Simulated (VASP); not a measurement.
Crystal: LiH.

```xyz
2
Lattice="2.4946 -0.0071 -0.0071 -0.0071 2.4946 -0.0071 -0.0071 -0.0071 2.4946" Properties=species:S:1:pos:R:3 pbc="T T T"
Li    0.0000    0.0000    0.0000
H     1.2402    1.2402    1.2402
```

This cell differs from its parent crystal: strain along [111] -0.9%.

Base run:

- Program: VASP 6.6.1
- Functional: r2SCAN
- Potentials or basis: VASP PAW PBE potentials, release 64 (Li_sv, H)
- Cutoff: 520 eV
- k mesh: 10 × 10 × 10
- Occupations: gaussian, width 0.01 eV
- Spin: no spin polarisation

Its results: band gap on the k mesh 1.29 eV, indirect (least direct gap 4.84 eV).

The run is repeated on the same cell with these changes: functional from r2SCAN to PBE; occupations from gaussian, width 0.01 eV to fermi-dirac, width 0.02 eV. What comes out?

Band gap on the k mesh 0.73 eV, indirect (least direct gap 4.16 eV).

A k mesh can miss the band edges.
